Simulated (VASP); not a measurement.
# HfN (Fm-3m) in VASP: further runs

The runs below take HfN through single point, with PBEsol.

Everything below comes from runs of VASP 6.6.1. Logs are shortened: lines on timing, memory, paths and dates and some standing lists are left out, and cuts for length are marked.

**1. The cell of the first run**

Symmetry: Fm-3m, No. 225, cubic system. The conventional cell has a = 4.502 Å, b = 4.502 Å, c = 4.502 Å, α = 90.00°, β = 90.00°, γ = 90.00°. Hf (site symmetry m-3m) has 6 N at 2.25 Å within 3.0 Å. Within 3.0 Å of N (site symmetry m-3m) lie 6 Hf at 2.25 Å.

**2. Single point, PBEsol**

INCAR

```
SYSTEM = HfN
  PREC = Accurate
  ENCUT = 520
  EDIFF = 1E-6
  ISMEAR = 0
  SIGMA = 0.1
  LREAL = Auto
  LASPH = .TRUE.
  NELM = 100
  ALGO = Normal
  ISIF = 2
  LWAVE = .FALSE.
  LCHARG = .FALSE.
  GGA = PS
  NBANDS = 142
```

KPOINTS

```
Automatic mesh
0
Gamma
  4 4 4
  0.5 0.5 0.5
```

POSCAR

```
HfN
1.0
    4.5017358408      4.5017358408      4.5017358408
   -4.5017358408      4.5017358408     -4.5017358408
   -4.5017358408     -4.5017358408      4.5017358408
Hf N
16 16
Direct
    0.5000000000      0.2500000000      0.2500000000
    0.5000000000      0.0000000000      0.5000000000
    0.7500000000      0.0000000000      0.2500000000
    0.5000000000      0.7500000000      0.7500000000
    0.7500000000      0.7500000000      0.5000000000
    0.0000000000      0.7500000000      0.2500000000
    0.5000000000      0.5000000000      0.0000000000
    0.7500000000      0.5000000000      0.7500000000
    0.0000000000      0.5000000000      0.5000000000
    0.2500000000      0.5000000000      0.2500000000
    0.7500000000      0.2500000000      0.0000000000
    0.0000000000      0.2500000000      0.7500000000
    0.2500000000      0.2500000000      0.5000000000
    0.0000000000      0.0000000000      0.0000000000
    0.2500000000      0.0000000000      0.7500000000
    0.2500000000      0.7500000000      0.0000000000
    0.5000000000      0.0000000000      0.0000000000
    0.5000000000      0.7500000000      0.2500000000
    0.7500000000      0.7500000000      0.0000000000
    0.5000000000      0.5000000000      0.5000000000
    0.7500000000      0.5000000000      0.2500000000
    0.0000000000      0.5000000000      0.0000000000
    0.5000000000      0.2500000000      0.7500000000
    0.7500000000      0.2500000000      0.5000000000
    0.0000000000      0.2500000000      0.2500000000
    0.2500000000      0.2500000000      0.0000000000
    0.7500000000      0.0000000000      0.7500000000
    0.0000000000      0.0000000000      0.5000000000
    0.2500000000      0.0000000000      0.2500000000
    0.0000000000      0.7500000000      0.7500000000
    0.2500000000      0.7500000000      0.5000000000
    0.2500000000      0.5000000000      0.7500000000
```

Potentials or basis: VASP PAW PBE potentials, release 64 (Hf_pv, N).

Run with:

```console
$ cat potpaw_PBE.64/Hf_pv/POTCAR potpaw_PBE.64/N/POTCAR > POTCAR
$ mpirun -np 1 vasp_std > vasp.out
```

OUTCAR:

```text
SYSTEM = HfN
   PREC = Accurate
   ENCUT = 520
   EDIFF = 1E-6
   ISMEAR = 0
   LREAL = Auto
   LASPH = .TRUE.
   NELM = 100
   ISIF = 2
   GGA = PS

 ion  position               nearest neighbor table
   1  0.500  0.250  0.250-  17 2.25  20 2.25  21 2.25  24 2.25  26 2.25  29 2.25  10 3.18  11 3.18
                            13 3.18   2 3.18   3 3.18   5 3.18   7 3.18   8 3.18   9 3.18  15 3.18
   2  0.500  0.000  0.500-  18 2.25  23 2.25  24 2.25  27 2.25  29 2.25  31 2.25  12 3.18  13 3.18
                            15 3.18   1 3.18   3 3.18   4 3.18   5 3.18   8 3.18  11 3.18  16 3.18
   3  0.750  0.000  0.250-  17 2.25  18 2.25  19 2.25  24 2.25  25 2.25  28 2.25  12 3.18  13 3.18
                            14 3.18   1 3.18   2 3.18   5 3.18   6 3.18   9 3.18  11 3.18   4 3.18
   4  0.500  0.750  0.750-  17 2.25  19 2.25  20 2.25  27 2.25  31 2.25  32 2.25  14 3.18  15 3.18
                            16 3.18   2 3.18   3 3.18   5 3.18   7 3.18   8 3.18  11 3.18  10 3.18
   5  0.750  0.750  0.500-  18 2.25  20 2.25  21 2.25  27 2.25  28 2.25  30 2.25  12 3.18  14 3.18
                            15 3.18   2 3.18   3 3.18   4 3.18   6 3.18   8 3.18   9 3.18   7 3.18
   6  0.000  0.750  0.250-  19 2.25  21 2.25  22 2.25  28 2.25  29 2.25  31 2.25  14 3.18  15 3.18
                            16 3.18   2 3.18   3 3.18   5 3.18   9 3.18  10 3.18  13 3.18   8 3.18
   7  0.500  0.500  0.000-  18 2.25  19 2.25  21 2.25  23 2.25  26 2.25  32 2.25  10 3.18  11 3.18
                            16 3.18   1 3.18   3 3.18   4 3.18   5 3.18   6 3.18   8 3.18  13 3.18
   8  0.750  0.500  0.750-  19 2.25  20 2.25  22 2.25  23 2.25  24 2.25  30 2.25  12 3.18  14 3.18
                            16 3.18   4 3.18   5 3.18   6 3.18   7 3.18   9 3.18  11 3.18   1 3.18
   9  0.000  0.500  0.500-  21 2.25  24 2.25  25 2.25  30 2.25  31 2.25  32 2.25  13 3.18  15 3.18
[... 17 lines left out ...]
  19  0.750  0.750  0.000-   3 2.25   4 2.25   6 2.25   7 2.25   8 2.25  14 2.25
  20  0.500  0.500  0.500-   1 2.25   4 2.25   5 2.25   8 2.25  10 2.25  13 2.25
  21  0.750  0.500  0.250-   1 2.25   5 2.25   6 2.25   7 2.25   9 2.25  11 2.25
  22  0.000  0.500  0.000-   6 2.25   8 2.25  10 2.25  11 2.25  12 2.25  16 2.25
[... 8 lines left out ...]
  31  0.250  0.750  0.500-   2 2.25   4 2.25   6 2.25   9 2.25  10 2.25  15 2.25
  32  0.250  0.500  0.750-   4 2.25   7 2.25   9 2.25  12 2.25  13 2.25  16 2.25

  LATTYP: Found a body centered cubic cell.
 ALAT       =     9.0034716816

  Lattice vectors:

 A1 = (   4.5017358408,   4.5017358408,   4.5017358408)
 A2 = (  -4.5017358408,   4.5017358408,  -4.5017358408)
 A3 = (  -4.5017358408,  -4.5017358408,   4.5017358408)

Analysis of symmetry for initial positions (statically):
=====================================================================
 Subroutine PRICEL returns following result:

  LATTYP: Found a face centered cubic cell.
 ALAT       =     4.5017358408

  Lattice vectors:

 A1 = (  -2.2508679204,   0.0000000000,  -2.2508679204)
 A2 = (   0.0000000000,  -2.2508679204,  -2.2508679204)
 A3 = (  -2.2508679204,  -2.2508679204,   0.0000000000)

  16 primitive cells build up your supercell.

 Routine SETGRP: Setting up the symmetry group for a
 body centered cubic supercell.

 Subroutine GETGRP returns: Found 48 space group operations
 (whereof 48 operations were pure point group operations)
 out of a pool of 48 trial point group operations.

The static configuration has the point symmetry O_h .

Analysis of symmetry for dynamics (positions and initial velocities):
=====================================================================
 Subroutine PRICEL returns following result:

  LATTYP: Found a face centered cubic cell.
 ALAT       =     4.5017358408

  Lattice vectors:

 A1 = (  -2.2508679204,   0.0000000000,  -2.2508679204)
 A2 = (   0.0000000000,  -2.2508679204,  -2.2508679204)
 A3 = (  -2.2508679204,  -2.2508679204,   0.0000000000)

  16 primitive cells build up your supercell.

 Routine SETGRP: Setting up the symmetry group for a
 body centered cubic supercell.

 Subroutine GETGRP returns: Found 48 space group operations
 (whereof 48 operations were pure point group operations)
 out of a pool of 48 trial point group operations.

The dynamic configuration has the point symmetry O_h .

 Subroutine INISYM returns: Found 48 space group operations
 (whereof 48 operations are pure point group operations),
 and found    16 'primitive' translations

----------------------------------------------------------------------------------------

                                     Primitive cell

  volume of cell :      22.8076
[... 21 lines left out ...]

Automatic generation of k-mesh.
 Grid dimensions read from file:
 generate k-points for:    4    4    4

 Generating k-lattice:

  Cartesian coordinates                     Fractional coordinates (reciprocal lattice)
     0.000000000  0.027767067  0.027767067     0.250000000  0.000000000  0.000000000
    -0.027767067  0.027767067  0.000000000     0.000000000  0.250000000  0.000000000
    -0.027767067  0.000000000  0.027767067     0.000000000  0.000000000  0.250000000

  Length of vectors
     0.039268563  0.039268563  0.039268563

  Shift w.r.t. Gamma in fractional coordinates (k-lattice)
     0.500000000  0.500000000  0.500000000

 Subroutine IBZKPT returns following result:
 ===========================================

 Found      6 irreducible k-points:

 Following reciprocal coordinates:
            Coordinates               Weight
  0.125000  0.125000  0.125000      8.000000
  0.375000  0.125000  0.125000     12.000000
 -0.125000  0.125000  0.125000      6.000000
 -0.375000  0.375000  0.125000     24.000000
 -0.375000 -0.375000  0.125000      8.000000
 -0.375000  0.375000  0.375000      6.000000
   k-points           NKPTS =      6   k-points in BZ     NKDIM =      6   number of bands    NBANDS=    142
   number of dos      NEDOS =    301   number of ions     NIONS =     32
   total plane-waves  NPLWV = 216000
   dimension x,y,z NGX =    60 NGY =   60 NGZ =   60
   dimension x,y,z NGXF=   120 NGYF=  120 NGZF=  120
   ions per type =              16  16
   NGX,Y,Z   is equivalent  to a cutoff of  12.79, 12.79, 12.79 a.u.
   NGXF,Y,Z  is equivalent  to a cutoff of  25.59, 25.59, 25.59 a.u.
 SYSTEM =  HfN
   PREC   = accura    normal or accurate (medium, high low for compatibility)
   ISTART =      0    job   : 0-new  1-cont  2-samecut
   ICHARG =      2    charge: 1-file 2-atom 10-const
   ISPIN  =      1    spin polarized calculation?
   LNONCOLLINEAR =      F non collinear calculations
   LSORBIT =      F    spin-orbit coupling
   LASPH  =      T    aspherical Exc in radial PAW
   ENCUT  =  520.0 eV  38.22 Ry    6.18 a.u.  14.50 14.50 14.50*2*pi/ulx,y,z
   NELM   =    100;   NELMIN=  2; NELMDL= -5     # of ELM steps
   EDIFF  = 0.1E-05   stopping-criterion for ELM
   LREAL  =      T    real-space projection
   EDIFFG = 0.1E-04   stopping-criterion for IOM
   NSW    =      0    number of steps for IOM
   IBRION =     -1    ionic relax: 0-MD 1-quasi-New 2-CG
   NFREE  =      0    steps in history (QN), initial steepest desc. (CG)
   ISIF   =      2    stress and relaxation
   ISYM   =      2    0-nonsym 1-usesym 2-fastsym
   POTIM  = 0.5000    time-step for ionic-motion
   TEBEG  =    0.0;   TEEND  =   0.0 temperature during run
   PSTRESS=    0.0 pullay stress
   NELECT =     240.0000    total number of electrons
   NUPDOWN=      -1.0000    fix difference up-down
   EMIN   =  10.00;   EMAX   =-10.00  energy-range for DOS
   EFERMI =   0.00;   METHOD = LEGACY
   ISMEAR =     0;   SIGMA  =   0.10  broadening in eV -4-tet -1-fermi 0-gaus
   EFERMI_NEDOS =   21; number of points for ismear=-14 and -15
   IALGO  =     38    algorithm
   IMIX   =      4    mixing-type and parameters
     AMIX     =   0.40;   BMIX     =  1.00
     AMIX_MAG =   1.60;   BMIX_MAG =  1.00
  volume/ion in A,a.u.               =      11.40        76.96
  Fermi-wavevector in a.u.,A,eV,Ry     =   1.423678  2.690362 27.577108  2.026860
  Thomas-Fermi vector in A             =   2.544250
   LORBIT       =      0    0 simple, 1 ext, 2 COOP (PROOUT), +10 PAW based schemes
   GGA     = PS    functional components
   LHFCALC =     F    Hartree Fock is set to
   AEXX    =    0.0000 exact exchange contribution
   IVDW    =     0    specifies the selected vdW correction
   LEPSILON=     F    determine dielectric tensor
   LRPA    =     F    only Hartree local field effects (RPA)
 non-spin polarized calculation
 Gauss-broadening in eV      SIGMA  =   0.10
  energy-cutoff  :      520.00
  volume of cell :      364.92
 maximum number of plane-waves:      9869
 NGX is ok and might be reduce to    60
   NGX = 29   NGY = 29   NGZ = 29

 number of electron     240.0000061 magnetization

 Free energy of the ion-electron system (eV)
  ---------------------------------------------------
  ext. energy  EPLUGINS =         0.00000000
  ---------------------------------------------------
  free energy    TOTEN  =      -367.89250139 eV

  energy without entropy =     -367.86168078  energy(sigma->0) =     -367.87709109

 E-fermi :   8.2749     XC(G=0): -12.9504

 val. band max:        8.2382783551   @ k =   0.1250   0.1250   0.1250
 cond. band min:       8.2928057614   @ k =  -0.1250   0.1250   0.1250
 fundamental gap:      0.0545274063
 Fermi energy:         8.2748988787

 k-point     1 :       0.1250    0.1250    0.1250
  band No.  band energies     occupation
      1     -23.5142      2.00000
      2     -23.5142      2.00000
      3     -23.5142      2.00000
      4     -23.5134      2.00000
      5     -23.5134      2.00000
      6     -23.5134      2.00000
[... 799 lines left out ...]
    131      10.8373      0.00000
    132      10.9382      0.00000
 [bands above 132 left out]

------------------------ aborting loop because EDIFF is reached ----------------------------------------

  FORCE on cell =-STRESS in cart. coord.  units (eV):
  Direction    XX          YY          ZZ          XY          YZ          ZX
  --------------------------------------------------------------------------------------
  -------------------------------------------------------------------------------------
  Total       -4.9673007     -4.9673007     -4.9673007     -0.0000000     -0.0000000      0.0000000
  in kB      -21.8087625    -21.8087625    -21.8087625     -0.0000000     -0.0000000      0.0000000
  external PRESSURE =     -21.8087625 kB  Pullay stress =       0.0000000 kB

 VOLUME and BASIS-vectors are now :
 -----------------------------------------------------------------------------
  energy-cutoff  :      520.00
  volume of cell :      364.92
      direct lattice vectors                 reciprocal lattice vectors
     4.501735841  4.501735841  4.501735841     0.000000000  0.111068267  0.111068267
    -4.501735841  4.501735841 -4.501735841    -0.111068267  0.111068267  0.000000000
    -4.501735841 -4.501735841  4.501735841    -0.111068267  0.000000000  0.111068267

 POSITION                                       TOTAL-FORCE (eV/Angst)
 -----------------------------------------------------------------------------------
      0.00000      2.25087      2.25087         0.000000     -0.000000      0.000000
      0.00000      0.00000      4.50174        -0.000000      0.000000     -0.000000
      2.25087      2.25087      4.50174        -0.000000     -0.000000     -0.000000
     -4.50174      2.25087      2.25087         0.000000      0.000000      0.000000
     -2.25087      4.50174      2.25087        -0.000000      0.000000      0.000000
     -4.50174      2.25087     -2.25087        -0.000000     -0.000000     -0.000000
[... 24 lines left out ...]
     -4.50174      2.25087      0.00000        -0.000000     -0.000000     -0.000000
     -4.50174      0.00000      2.25087         0.000000      0.000000      0.000000
 -----------------------------------------------------------------------------------
    total drift:                                0.000000      0.000000     -0.000000

  FREE ENERGIE OF THE ION-ELECTRON SYSTEM (eV)
  ---------------------------------------------------
  free  energy   TOTEN  =      -367.8925013909 eV

  energy  without entropy=     -367.8616807818  energy(sigma->0) =     -367.87709109
```

Wall time 14 min (1 thread of Intel Xeon Platinum 8259CL at 2.50GHz (Skylake/Cascade Lake), shared host); peak memory 0.6 GiB.

Results:

```yaml
Free_energy: -367.8925 eV
Pressure: -2.2 GPa
Band_gap_on_the_k_mesh: zero (bands 120 and 121 overlap by 0.72 eV)
```

Caveat: the PAW data sets were made with another functional, which shifts forces and pressure a little; spin-orbit coupling is left out, which moves the levels of the heavy elements.

(Part 1 of 2 ends here.)

The gap in the log of VASP goes by the Fermi energy; the results here count the filled bands.